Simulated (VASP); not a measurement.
Crystal: SnSe2.

```
Sn Se
1.0
     3.81100    0.00000    0.00000
    -1.90550    3.30042    0.00000
     0.00000    0.00000    6.13600
Sn Se
1 2
Cartesian
  0.0000 0.0000 0.0000
  1.9055 1.1001 4.6081
  0.0000 2.2003 1.5279
```

```yaml
Program: VASP 6.6.1
Task: relaxation of cell and atoms
Functional: revPBE
Dispersion: D4
Potentials_or_basis: VASP PAW PBE potentials, release 64 (Sn_d, Se)
Cutoff: 600 eV
k_mesh: 8 × 8 × 5
Occupations: fermi-dirac, width 0.05 eV
Spin: no spin polarisation
```

At the start: pressure 2.6 GPa; volume 25.73 Å³/atom.

Question: How do energy, volume and symmetry change on relaxing?

Answer: Over 13 steps the energy falls by 25.9 meV/atom and the volume is 24.93 Å³/atom (-3.1 %); space group P-3m1 (No. 164, to 0.1 Å) before and after.

The path:
```csv
step,energy change (eV),largest force (eV/Å),pressure (GPa),volume (Å³)
1,0.0000,0.8483,2.62,77.18
2,-0.0219,0.1756,-2.71,81.96
3,-0.0434,0.2206,-0.72,79.92
4,-0.0518,0.1590,-0.47,79.04
5,-0.0563,0.0736,-0.10,77.87
6,-0.0619,0.0978,0.08,77.22
7,-0.0721,0.1676,0.76,75.26
8,-0.0726,0.1928,1.09,74.43
9,-0.0751,0.1413,0.82,74.47
10,-0.0775,0.0036,0.04,74.56
11,-0.0775,0.0183,0.16,74.55
12,-0.0776,0.0137,0.09,74.62
13,-0.0778,0.0026,0.03,74.79
```

Final structure:
```xyz
3
Lattice="3.8290 0.0000 0.0000 -1.9145 3.3160 0.0000 0.0000 0.0000 5.8901" Properties=species:S:1:pos:R:3 pbc="T T T"
Sn    0.0000    0.0000    0.0000
Se    1.9145    1.1053    4.2959
Se    0.0000    2.2107    1.5942
```

Caveat: the PAW data sets were made with another functional, which shifts forces and pressure a little.
